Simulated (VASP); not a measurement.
Runs of VASP 6.6.1 on AlN. The structure is that of space group P6_3mc (No. 186), or close to it. The cells are those of the table. 

```csv
cell,gap on the mesh (eV),pressure (GPa),largest force (eV/Å)
"a = 3.396, b = 3.396, c = 4.292 Å, angles 90.0, 90.0, 120.0°, 4 atoms",3.04,-7.2,0.98
"a = 3.313, b = 3.313, c = 4.188 Å, angles 90.0, 90.0, 120.0°, 4 atoms",3.42,2.9,0.59
"a = 3.231, b = 3.231, c = 4.083 Å, angles 90.0, 90.0, 120.0°, 4 atoms",4.55,49.6,(b)
"a = 3.286, b = 3.286, c = 4.153 Å, angles 90.0, 90.0, 120.0°, 4 atoms",4.20,33.1,7.05
"a = 3.369, b = 3.369, c = 4.258 Å, angles 90.0, 90.0, 120.0°, 4 atoms",3.22,-2.9,1.15
"a = 3.258, b = 3.258, c = 4.118 Å, angles 90.0, 90.0, 120.0°, 4 atoms",3.79,14.9,0.83
"a = 3.341, b = 3.341, c = 4.222 Å, angles 90.0, 90.0, 120.0°, 4 atoms",3.23,(a),0.48
```

Alike in all rows: task single point; level PBE; potentials or basis VASP PAW PBE potentials, release 64 (Al, N); no spin polarisation; k mesh 9 × 9 × 6; cutoff (eV) 520; smearing gaussian 0.05 eV.

Q: Estimate the missing entries.

A: (a) -2.2; (b) 8.21.

Caveats: forces of over 1 eV/Å act on the atoms, so gaps and moduli don't describe the material at rest (some runs).

A k mesh can miss the band edges.
